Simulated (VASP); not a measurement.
A run of VASP 6.6.1 is set up as follows.

File INCAR:

```
PREC = Accurate
ENCUT = 520
EDIFF = 1E-6
ISMEAR = -1
SIGMA = 0.05
LREAL = Auto
LASPH = T
NELM = 80
ALGO = Normal
ISIF = 2
LWAVE = F
LCHARG = F
GGA = PE
NBANDS = 33
```

File KPOINTS:

```
regular mesh
0
Gamma
  1 1 1
```

File POSCAR:

```
H10SO4
1.0
    5.4513620000      0.0000000000      0.0000000000
    0.0000000000      5.4513620000      0.0000000000
    0.0000000000      0.0000000000      5.4513620000
O H S
4 10 1
Direct
    0.8180989518      0.3681590371      0.7406843448
    0.1894538092      0.0892738817      0.0098865400
    0.7796930478      0.8915691810      0.2386098570
    0.5521071709      0.8073324690      0.7766482046
    0.9372014798      0.4234825157      0.6149284349
    0.9244960882      0.2760289524      0.8534292963
    0.2898793480      0.2289731208      0.0622301254
    0.3032990281     -0.0228060673     -0.0759741339
    0.6925053472      0.8723649354      0.0817426670
    0.9334999386      0.9728155495      0.1897105771
    0.6370378587      0.8960786229      0.6457961080
    0.6192778552      0.6384453621      0.7685446152
    0.3019488115      0.7517573758      0.4108260891
    0.0031027771      0.6334053496      0.2554766910
    0.2175490880      0.5289431141      0.3415936835
```

Potentials or basis: VASP PAW PBE potentials, release 64 (O, H, S).

Command:

```sh
$ cat potpaw_PBE.64/O/POTCAR potpaw_PBE.64/H/POTCAR potpaw_PBE.64/S/POTCAR > POTCAR
$ mpirun -np 1 vasp_gam > vasp.out
```

Question: What does it give for the largest force?

Answer: 0.391 eV/Å.

Question: What does it give for the band gap on the k mesh?

Answer: 4.39 eV.

Question: What does it give for the pressure?

Answer: 0.9 GPa.

Forces on the atoms (eV/Å):
```
O    0.149  0.043 -0.106
O    0.099  0.083 -0.007
O    0.117 -0.011  0.144
O   -0.042  0.034  0.006
H   -0.104 -0.053  0.107
H   -0.062 -0.020 -0.042
H   -0.073  0.009  0.049
H   -0.042 -0.080 -0.025
H   -0.079 -0.042 -0.094
H    0.032  0.116 -0.059
H   -0.014  0.056 -0.030
H    0.042 -0.075  0.077
H   -0.010 -0.277 -0.054
H    0.185 -0.110  0.103
S   -0.199  0.329 -0.070
```

Caveat: the k points lie up to 1.15 Å⁻¹ apart.
